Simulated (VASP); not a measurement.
Runs of VASP 6.6.1 on InSb. The structure is that of space group F-43m (No. 216), or close to it. The cells are those of the table. 

| task | cell | cutoff (eV) | gap on the mesh (eV) | pressure (GPa) |
| --- | --- | --- | --- | --- |
| relaxation of the atoms | atoms relaxed from a = 4.641 Å, angles 60.0°, 2 atoms | 520 | none | 1.3 |
| single point | a = 4.604, b = 4.604, c = 4.581 Å, angles 60.2, 60.2, 59.7°, 2 atoms | 520 | none | (b) |
| relaxation of the atoms | atoms relaxed from a = 4.487 Å, angles 60.0°, 2 atoms | 520 | 0.18 | 6.8 |
| single point | a = 4.558, b = 4.558, c = 4.581 Å, angles 59.8, 59.8, 60.3°, 2 atoms | 520 | - | (a) |
| single point | a = 4.650, b = 4.650, c = 4.581 Å, angles 60.5, 60.5, 59.0°, 2 atoms | 520 | none | 1.7 |
| single point | a = 4.627, b = 4.627, c = 4.581 Å, angles 60.3, 60.3, 59.3°, 2 atoms | 520 | none | 2.1 |
| single point | a = 4.519 Å, angles 60.0°, 2 atoms | 500 | - | 5.4 |
| single point | a = 4.627, b = 4.627, c = 4.581 Å, angles 60.3, 60.3, 59.3°, 2 atoms | 500 | none | 2.1 |
| relaxation of the atoms | atoms relaxed from a = 4.671 Å, angles 60.0°, 2 atoms | 450 | none | 0.5 |
| single point | a = 4.581 Å, angles 60.0°, 2 atoms | 500 | none | 3.1 |
| relaxation of the atoms | atoms relaxed from a = 4.641 Å, angles 60.0°, 2 atoms | 450 | none | 1.3 |
| relaxation of the atoms | atoms relaxed from a = 4.519 Å, angles 60.0°, 2 atoms | 450 | - | 5.4 |

Alike in all rows: level PBE; potentials or basis VASP PAW PBE potentials, release 64 (In_d, Sb); no spin polarisation; k mesh 12 × 12 × 12; smearing fermi-dirac 0.05 eV.

Q: Estimate the missing entries.

A: (a) 3.6; (b) 2.6.

Caveats: spin-orbit coupling is left out, which moves the levels of the heavy elements; the relaxation stopped at its first step, so nothing moved (some runs).

A k mesh can miss the band edges, and the runs leave out spin-orbit coupling on In, Sb.

A gap of «none» marks levels without a gap at the run's occupations.
